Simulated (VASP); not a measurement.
# Mg5Ge (F-43m) in VASP: further runs, part 2 of 2

VASP 6.6.1. The steps go on from the part before.

## Step 3: Single point, LDA

This run uses another cell than the first one, of 22.00 Å³/atom, 1.021 times its volume.

Input file INCAR:

```
SYSTEM = Mg5Ge
  PREC = Accurate
  ENCUT = 520
  EDIFF = 1E-7
  ISMEAR = -1
  SIGMA = 0.05
  LREAL = .FALSE.
  LASPH = .TRUE.
  NELM = 100
  ALGO = Normal
  ISIF = 2
  LWAVE = .FALSE.
  LCHARG = .FALSE.
  NBANDS = 21
```

Input file KPOINTS:

```
Automatic mesh
0
G
  5 5 5
  0 0 0
```

Input file POSCAR:

```
Mg5Ge
1.0
    0.0000000000      4.0413915911      4.0413915911
    4.0413915911      0.0000000000      4.0413915911
    4.0413915911      4.0413915911      0.0000000000
Mg Ge
5 1
Direct
    0.7500000000      0.7500000000      0.7500000000
    0.3748300000      0.8755000000      0.3748300000
    0.3748300000      0.3748300000      0.8755000000
    0.8755000000      0.3748300000      0.3748300000
    0.3748300000      0.3748300000      0.3748300000
    0.0000000000      0.0000000000      0.0000000000
```

Potentials or basis: VASP PAW LDA potentials, release 64 (Mg, Ge_d).

Run with:

```sh
> cat potpaw_LDA.64/Mg/POTCAR potpaw_LDA.64/Ge_d/POTCAR > POTCAR
> mpirun -np 1 vasp_std > vasp.out
```

OUTCAR:

```text
SYSTEM = Mg5Ge
   PREC = Accurate
   ENCUT = 520
   EDIFF = 1E-7
   ISMEAR = -1
   LREAL = .FALSE.
   LASPH = .TRUE.
   NELM = 100
   ISIF = 2

 ion  position               nearest neighbor table
   1  0.750  0.750  0.750-   2 3.35   3 3.35   3 3.35   4 3.35   2 3.35   4 3.35   5 3.35   5 3.35
                             5 3.35   2 3.35   3 3.35   4 3.35
   2  0.375  0.876  0.375-   3 2.85   4 2.85   5 2.85   4 2.86   3 2.86   5 2.86   1 3.35   1 3.35
                             1 3.35
   3  0.375  0.375  0.876-   2 2.85   4 2.85   5 2.85   2 2.86   4 2.86   5 2.86   1 3.35   1 3.35
                             1 3.35
   4  0.876  0.375  0.375-   2 2.85   3 2.85   5 2.85   2 2.86   3 2.86   5 2.86   1 3.35   1 3.35
                             1 3.35
   5  0.375  0.375  0.375-   2 2.85   3 2.85   4 2.85   4 2.86   2 2.86   3 2.86   1 3.35   1 3.35
                             1 3.35
   6  0.000  0.000  0.000-

  LATTYP: Found a face centered cubic cell.
 ALAT       =     8.0827831822

  Lattice vectors:

 A1 = (   0.0000000000,   4.0413915911,   4.0413915911)
 A2 = (   4.0413915911,   0.0000000000,   4.0413915911)
 A3 = (   4.0413915911,   4.0413915911,   0.0000000000)
[... 180 lines left out ...]
 cond. band min:       3.0092440512   @ k =   0.2000   0.2000  -0.4000
 fundamental gap:      0.0677828959
 Fermi energy:         2.9946143796

 k-point     1 :       0.0000    0.0000    0.0000
  band No.  band energies     occupation
      1     -21.5231      2.00000
      2     -21.5231      2.00000
      3     -21.5223      2.00000
      4     -21.5223      2.00000
      5     -21.5223      2.00000
      6      -5.8501      2.00000
[... 445 lines left out ...]
     20       8.0255      0.00000
     21       8.7883      0.00000

------------------------ aborting loop because EDIFF is reached ----------------------------------------

  FORCE on cell =-STRESS in cart. coord.  units (eV):
  Direction    XX          YY          ZZ          XY          YZ          ZX
  --------------------------------------------------------------------------------------
  -------------------------------------------------------------------------------------
  Total       -1.1225335     -1.1225335     -1.1225335     -0.0000220     -0.0000220     -0.0000220
  in kB      -13.6234499    -13.6234499    -13.6234499     -0.0002672     -0.0002672     -0.0002672
  external PRESSURE =     -13.6234499 kB  Pullay stress =       0.0000000 kB

 VOLUME and BASIS-vectors are now :
 -----------------------------------------------------------------------------
  energy-cutoff  :      520.00
  volume of cell :      132.01
      direct lattice vectors                 reciprocal lattice vectors
     0.000000000  4.041391591  4.041391591    -0.123719761  0.123719761  0.123719761
     4.041391591  0.000000000  4.041391591     0.123719761 -0.123719761  0.123719761
     4.041391591  4.041391591  0.000000000     0.123719761  0.123719761 -0.123719761

 POSITION                                       TOTAL-FORCE (eV/Angst)
 -----------------------------------------------------------------------------------
      6.06209      6.06209      6.06209        -0.000024     -0.000024     -0.000024
      5.05307      3.02967      5.05307         0.006738     -0.006726      0.006738
      5.05307      5.05307      3.02967         0.006738      0.006738     -0.006726
      3.02967      5.05307      5.05307        -0.006726      0.006738      0.006738
      3.02967      3.02967      3.02967        -0.006721     -0.006721     -0.006721
      0.00000      0.00000      0.00000        -0.000005     -0.000005     -0.000005
 -----------------------------------------------------------------------------------
    total drift:                                0.000000      0.000000      0.000000

  FREE ENERGIE OF THE ION-ELECTRON SYSTEM (eV)
  ---------------------------------------------------
  free  energy   TOTEN  =       -13.6888348681 eV

  energy  without entropy=      -13.6640451268  energy(sigma->0) =      -13.67644000
```

OSZICAR:

```text
N       E                     dE             d eps       ncg     rms          rms(c)
DAV:   1     0.104888474033E+03    0.10489E+03   -0.10227E+04   926   0.137E+03
DAV:   2     0.869530873839E+00   -0.10402E+03   -0.10007E+03   838   0.354E+02
DAV:   3    -0.134057977739E+02   -0.14275E+02   -0.14167E+02   952   0.841E+01
DAV:   4    -0.138732252367E+02   -0.46743E+00   -0.46689E+00   953   0.152E+01
DAV:   5    -0.138844194892E+02   -0.11194E-01   -0.11194E-01   922   0.255E+00    0.210E+00
DAV:   6    -0.137380364013E+02    0.14638E+00   -0.17918E-01   954   0.134E+00    0.120E+00
DAV:   7    -0.136939778887E+02    0.44059E-01   -0.95539E-02   901   0.142E+00    0.402E-01
DAV:   8    -0.136891708498E+02    0.48070E-02   -0.85571E-03   936   0.602E-01    0.876E-02
DAV:   9    -0.136888583665E+02    0.31248E-03   -0.13249E-03   919   0.286E-01    0.316E-02
DAV:  10    -0.136888370001E+02    0.21366E-04   -0.11346E-04   938   0.689E-02    0.104E-02
DAV:  11    -0.136888358927E+02    0.11074E-05   -0.23085E-05  1006   0.343E-02    0.456E-03
DAV:  12    -0.136888349245E+02    0.96824E-06   -0.42103E-06   933   0.811E-03    0.149E-03
DAV:  13    -0.136888348681E+02    0.56397E-07   -0.74834E-07  1026   0.630E-03
   1 F= -.13688835E+02 E0= -.13676440E+02  d E =-.247897E-01
```

Wall time 35 s (1 thread of Intel Xeon 6975P-C (Granite Rapids), shared host); peak memory 0.26 GiB.

Results:

```
Free energy            : -13.6888 eV
Pressure               : -1.4 GPa
Largest force          : 0.012 eV/Å
Band gap on the k mesh : zero (band 12 reaches 4.09 eV, above the bottom of band 13 at 2.29 eV)
```

Forces on the atoms (eV/Å):
```
Mg   0.000  0.000  0.000
Mg   0.007 -0.007  0.007
Mg   0.007  0.007 -0.007
Mg  -0.007  0.007  0.007
Mg  -0.007 -0.007 -0.007
Ge   0.000  0.000  0.000
```

## Step 4: Single point, LDA

This run uses another cell than the first one, of 22.46 Å³/atom, 1.043 times its volume.

Input file INCAR:

```
ALGO = Normal ; EDIFF = 1E-7
ENCUT = 520 ; ISIF = 2
ISMEAR = -1 ; LASPH = True
LCHARG = False ; LREAL = False
LWAVE = False ; NBANDS = 21
NELM = 100 ; PREC = Accurate
SIGMA = 0.05
```

Input file KPOINTS:

```
k-points
0
Gamma
  5 5 5
```

POSCAR: that of step 3 with these lines changed.

```diff
@@ -2,5 +2,5 @@
 1.0
-    0.0000000000      4.0413915911      4.0413915911
-    4.0413915911      0.0000000000      4.0413915911
-    4.0413915911      4.0413915911      0.0000000000
+    0.0000000000      4.0692641380      4.0692641380
+    4.0692641380      0.0000000000      4.0692641380
+    4.0692641380      4.0692641380      0.0000000000
 Mg Ge
```

Potentials or basis: VASP PAW LDA potentials, release 64 (Mg, Ge_d).

Run with:

```sh
> cat potpaw_LDA.64/Mg/POTCAR potpaw_LDA.64/Ge_d/POTCAR > POTCAR
> mpirun -np 1 vasp_std > vasp.out
```

OUTCAR:

```text
EDIFF = 1E-7
   ENCUT = 520
   ISIF = 2
   ISMEAR = -1
   LASPH = True
   LREAL = False
   NELM = 100
   PREC = Accurate

 ion  position               nearest neighbor table
   1  0.750  0.750  0.750-   2 3.37   3 3.37   3 3.37   4 3.37   2 3.37   4 3.37   5 3.37   5 3.37
                             5 3.37   3 3.37   2 3.37   4 3.37
   2  0.375  0.876  0.375-   3 2.87   4 2.87   5 2.87   4 2.88   3 2.88   5 2.88   1 3.37   1 3.37
                             1 3.37
   3  0.375  0.375  0.876-   2 2.87   4 2.87   5 2.87   2 2.88   4 2.88   5 2.88   1 3.37   1 3.37
                             1 3.37
   4  0.876  0.375  0.375-   2 2.87   3 2.87   5 2.87   2 2.88   3 2.88   5 2.88   1 3.37   1 3.37
                             1 3.37
   5  0.375  0.375  0.375-   2 2.87   3 2.87   4 2.87   4 2.88   2 2.88   3 2.88   1 3.37   1 3.37
                             1 3.37
   6  0.000  0.000  0.000-

  LATTYP: Found a face centered cubic cell.
 ALAT       =     8.1385282760

  Lattice vectors:

 A1 = (   0.0000000000,   4.0692641380,   4.0692641380)
 A2 = (   4.0692641380,   0.0000000000,   4.0692641380)
 A3 = (   4.0692641380,   4.0692641380,   0.0000000000)

Analysis of symmetry for initial positions (statically):
=====================================================================
 Subroutine PRICEL returns:
 Original cell was already a primitive cell.

 Routine SETGRP: Setting up the symmetry group for a
 face centered cubic supercell.

 Subroutine GETGRP returns: Found  6 space group operations
 (whereof  6 operations were pure point group operations)
 out of a pool of 48 trial point group operations.

The static configuration has the point symmetry C_3v.

Analysis of symmetry for dynamics (positions and initial velocities):
=====================================================================
 Subroutine PRICEL returns:
 Original cell was already a primitive cell.

 Routine SETGRP: Setting up the symmetry group for a
 face centered cubic supercell.

 Subroutine GETGRP returns: Found  6 space group operations
 (whereof  6 operations were pure point group operations)
 out of a pool of 48 trial point group operations.

The dynamic configuration has the point symmetry C_3v.

 Subroutine INISYM returns: Found  6 space group operations
 (whereof  6 operations are pure point group operations),
 and found     1 'primitive' translations

----------------------------------------------------------------------------------------

                                     Primitive cell

  volume of cell :     134.7652

  direct lattice vectors                    reciprocal lattice vectors
     0.000000000  4.069264138  4.069264138    -0.122872338  0.122872338  0.122872338
     4.069264138  0.000000000  4.069264138     0.122872338 -0.122872338  0.122872338
     4.069264138  4.069264138  0.000000000     0.122872338  0.122872338 -0.122872338

  length of vectors
     5.754808533  5.754808533  5.754808533     0.212821133  0.212821133  0.212821133

  position of ions in fractional coordinates (direct lattice)
     0.750000000  0.750000000  0.750000000
     0.374830000  0.875500000  0.374830000
     0.374830000  0.374830000  0.875500000
     0.875500000  0.374830000  0.374830000
[... 39 lines left out ...]
            Coordinates               Weight
  0.000000  0.000000  0.000000      1.000000
  0.200000  0.000000  0.000000      6.000000
  0.200000  0.200000  0.200000      2.000000
  0.400000  0.000000  0.000000      6.000000
  0.400000  0.400000  0.400000      2.000000
  0.200000  0.200000  0.000000      6.000000
[... 11 lines left out ...]
 -0.400000  0.400000  0.200000     12.000000
  0.400000  0.200000 -0.200000     12.000000
   k-points           NKPTS =     19   k-points in BZ     NKDIM =     19   number of bands    NBANDS=     21
   number of dos      NEDOS =    301   number of ions     NIONS =      6
   total plane-waves  NPLWV = 110592
   dimension x,y,z NGX =    48 NGY =   48 NGZ =   48
   dimension x,y,z NGXF=    96 NGYF=   96 NGZF=   96
   ions per type =               5   1
   NGX,Y,Z   is equivalent  to a cutoff of  13.87, 13.87, 13.87 a.u.
   NGXF,Y,Z  is equivalent  to a cutoff of  27.73, 27.73, 27.73 a.u.
 SYSTEM =  unknown system
   PREC   = accura    normal or accurate (medium, high low for compatibility)
   ISTART =      0    job   : 0-new  1-cont  2-samecut
   ICHARG =      2    charge: 1-file 2-atom 10-const
   ISPIN  =      1    spin polarized calculation?
   LNONCOLLINEAR =      F non collinear calculations
   LSORBIT =      F    spin-orbit coupling
   LASPH  =      T    aspherical Exc in radial PAW
   ENCUT  =  520.0 eV  38.22 Ry    6.18 a.u.  10.70 10.70 10.70*2*pi/ulx,y,z
   NELM   =    100;   NELMIN=  2; NELMDL= -5     # of ELM steps
   EDIFF  = 0.1E-06   stopping-criterion for ELM
   LREAL  =      F    real-space projection
   EDIFFG = 0.1E-05   stopping-criterion for IOM
   NSW    =      0    number of steps for IOM
   IBRION =     -1    ionic relax: 0-MD 1-quasi-New 2-CG
   NFREE  =      0    steps in history (QN), initial steepest desc. (CG)
   ISIF   =      2    stress and relaxation
   ISYM   =      2    0-nonsym 1-usesym 2-fastsym
   POTIM  = 0.5000    time-step for ionic-motion
   TEBEG  =    0.0;   TEEND  =   0.0 temperature during run
   PSTRESS=    0.0 pullay stress
   NELECT =      24.0000    total number of electrons
   NUPDOWN=      -1.0000    fix difference up-down
   EMIN   =  10.00;   EMAX   =-10.00  energy-range for DOS
   EFERMI =   0.00;   METHOD = LEGACY
   ISMEAR =    -1;   SIGMA  =   0.05  broadening in eV -4-tet -1-fermi 0-gaus
   EFERMI_NEDOS =   21; number of points for ismear=-14 and -15
   IALGO  =     38    algorithm
   IMIX   =      4    mixing-type and parameters
     AMIX     =   0.40;   BMIX     =  1.00
     AMIX_MAG =   1.60;   BMIX_MAG =  1.00
  volume/ion in A,a.u.               =      22.46       151.57
  Fermi-wavevector in a.u.,A,eV,Ry     =   0.921056  1.740543 11.542423  0.848344
  Thomas-Fermi vector in A             =   2.046430
   LORBIT       =      0    0 simple, 1 ext, 2 COOP (PROOUT), +10 PAW based schemes
   GGA     = CA    functional components
   LHFCALC =     F    Hartree Fock is set to
   AEXX    =    0.0000 exact exchange contribution
   IVDW    =     0    specifies the selected vdW correction
   LEPSILON=     F    determine dielectric tensor
   LRPA    =     F    only Hartree local field effects (RPA)
 non-spin polarized calculation
  energy-cutoff  :      520.00
  volume of cell :      134.77
 maximum number of plane-waves:      3695
 NGX is ok and might be reduce to    48
   NGX = 21   NGY = 21   NGZ = 21

 number of electron      24.0000010 magnetization

 Free energy of the ion-electron system (eV)
  ---------------------------------------------------
  ext. energy  EPLUGINS =         0.00000000
  ---------------------------------------------------
  free energy    TOTEN  =       -13.65910766 eV

  energy without entropy =      -13.63441502  energy(sigma->0) =      -13.64676134

 E-fermi :   2.8788     XC(G=0):  -9.0576

 val. band max:        2.8310419271   @ k =   0.2000   0.0000   0.0000
 cond. band min:       2.8939233757   @ k =   0.2000   0.2000  -0.4000
 fundamental gap:      0.0628814486
 Fermi energy:         2.8788325001

 k-point     1 :       0.0000    0.0000    0.0000
  band No.  band energies     occupation
      1     -21.6559      2.00000
      2     -21.6559      2.00000
      3     -21.6552      2.00000
      4     -21.6552      2.00000
      5     -21.6552      2.00000
      6      -5.8925      2.00000
[... 445 lines left out ...]
     20       7.8421      0.00000
     21       8.5929      0.00000

------------------------ aborting loop because EDIFF is reached ----------------------------------------

  FORCE on cell =-STRESS in cart. coord.  units (eV):
  Direction    XX          YY          ZZ          XY          YZ          ZX
  --------------------------------------------------------------------------------------
  -------------------------------------------------------------------------------------
  Total       -1.7723797     -1.7723797     -1.7723797     -0.0000216     -0.0000216     -0.0000216
  in kB      -21.0712213    -21.0712213    -21.0712213     -0.0002571     -0.0002571     -0.0002571
  external PRESSURE =     -21.0712213 kB  Pullay stress =       0.0000000 kB

 VOLUME and BASIS-vectors are now :
 -----------------------------------------------------------------------------
  energy-cutoff  :      520.00
  volume of cell :      134.77
      direct lattice vectors                 reciprocal lattice vectors
     0.000000000  4.069264138  4.069264138    -0.122872338  0.122872338  0.122872338
     4.069264138  0.000000000  4.069264138     0.122872338 -0.122872338  0.122872338
     4.069264138  4.069264138  0.000000000     0.122872338  0.122872338 -0.122872338

 POSITION                                       TOTAL-FORCE (eV/Angst)
 -----------------------------------------------------------------------------------
      6.10390      6.10390      6.10390        -0.000022     -0.000022     -0.000022
      5.08792      3.05056      5.08792         0.006475     -0.006465      0.006475
      5.08792      5.08792      3.05056         0.006475      0.006475     -0.006465
      3.05056      5.08792      5.08792        -0.006465      0.006475      0.006475
      3.05056      3.05056      3.05056        -0.006459     -0.006459     -0.006459
      0.00000      0.00000      0.00000        -0.000003     -0.000003     -0.000003
 -----------------------------------------------------------------------------------
    total drift:                                0.000001      0.000001      0.000001

  FREE ENERGIE OF THE ION-ELECTRON SYSTEM (eV)
  ---------------------------------------------------
  free  energy   TOTEN  =       -13.6591076585 eV

  energy  without entropy=      -13.6344150210  energy(sigma->0) =      -13.64676134
```

OSZICAR:

```text
N       E                     dE             d eps       ncg     rms          rms(c)
DAV:   1     0.105740794731E+03    0.10574E+03   -0.10288E+04   928   0.136E+03
DAV:   2     0.128744109512E+01   -0.10445E+03   -0.10032E+03   848   0.357E+02
DAV:   3    -0.133593014464E+02   -0.14647E+02   -0.14539E+02   928   0.844E+01
DAV:   4    -0.138444418104E+02   -0.48514E+00   -0.48471E+00   992   0.158E+01
DAV:   5    -0.138558581921E+02   -0.11416E-01   -0.11416E-01   896   0.256E+00    0.209E+00
DAV:   6    -0.137075870289E+02    0.14827E+00   -0.19298E-01   985   0.140E+00    0.120E+00
DAV:   7    -0.136645597671E+02    0.43027E-01   -0.94497E-02   901   0.141E+00    0.415E-01
DAV:   8    -0.136594599713E+02    0.50998E-02   -0.86131E-03   936   0.617E-01    0.884E-02
DAV:   9    -0.136591321258E+02    0.32785E-03   -0.13887E-03   911   0.296E-01    0.314E-02
DAV:  10    -0.136591098453E+02    0.22281E-04   -0.12050E-04   913   0.701E-02    0.102E-02
DAV:  11    -0.136591086535E+02    0.11918E-05   -0.24520E-05   995   0.362E-02    0.463E-03
DAV:  12    -0.136591077224E+02    0.93112E-06   -0.41698E-06   928   0.829E-03    0.151E-03
DAV:  13    -0.136591076585E+02    0.63871E-07   -0.80314E-07   976   0.656E-03
   1 F= -.13659108E+02 E0= -.13646761E+02  d E =-.246926E-01
```

It took 35 s on 1 thread of Intel Xeon 6975P-C (Granite Rapids), shared host; peak memory 0.26 GiB.

What came out:

```yaml
Free_energy: -13.6591 eV
Pressure: -2.1 GPa
Largest_force: 0.011 eV/Å
Band_gap_on_the_k_mesh: zero (band 12 reaches 3.92 eV, above the bottom of band 13 at 2.18 eV)
```

Forces in eV/Å, atoms in the order of the input:
```
Mg   0.000  0.000  0.000
Mg   0.006 -0.006  0.006
Mg   0.006  0.006 -0.006
Mg  -0.006  0.006  0.006
Mg  -0.006 -0.006 -0.006
Ge   0.000  0.000  0.000
```

## Step 5: The runs side by side

```csv
cell,gap on the mesh (eV),pressure (GPa),largest force (eV/Å)
"a = 5.675 Å, angles 60.0°, 6 atoms",none,-0.5,0.01
"a = 5.715 Å, angles 60.0°, 6 atoms",none,-1.4,0.01
"a = 5.755 Å, angles 60.0°, 6 atoms",none,-2.1,0.01
```

Alike in all rows: task single point; level LDA; potentials or basis VASP PAW LDA potentials, release 64 (Mg, Ge_d); no spin polarisation; k mesh 5 × 5 × 5; cutoff (eV) 520; smearing fermi-dirac 0.05 eV.

Total energies depend on the potentials used, so only differences within one code and one set of settings carry meaning.
